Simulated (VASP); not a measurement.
**MgS: vibrations by perturbation theory with PBEsol**

The system is MgS.

```
S Mg
1.0
     0.00000    2.60165    2.60165
     2.60165    0.00000    2.60165
     2.60165    2.60165    0.00000
S Mg
1 1
Direct
  0.50000 0.50000 0.50000
  0.00000 0.00000 0.00000
```

| Item | Value |
| --- | --- |
| Program | VASP 6.6.1 |
| Task | vibrations by perturbation theory |
| Functional | PBEsol |
| Potentials or basis | VASP PAW PBE potentials, release 64 (S, Mg) |
| Cutoff | 520 eV |
| k mesh | 9 × 9 × 9 |
| Occupations | fermi-dirac, width 0.05 eV |
| Spin | no spin polarisation |
| Dipole correction | no |
| Further INCAR settings | ALGO = Normal; EDIFF = 1e-08; IBRION = 8; NSW = 1 |

The highest phonon frequency at Γ, LO-TO splitting left out is 235 cm⁻¹.

Phonon frequencies in cm⁻¹ (negative: imaginary):
| q point | frequencies |
| --- | --- |
| (0.000, 0.000, 0.000) | 0 0 0 235 235 235 |

Wall time 100 s on 1 thread of AMD EPYC 7R43 64-Core Processor (Zen 3), on a shared host, peak memory 0.18 GiB.

Caveat: the cell stands under pressure or tension, which shifts response properties.
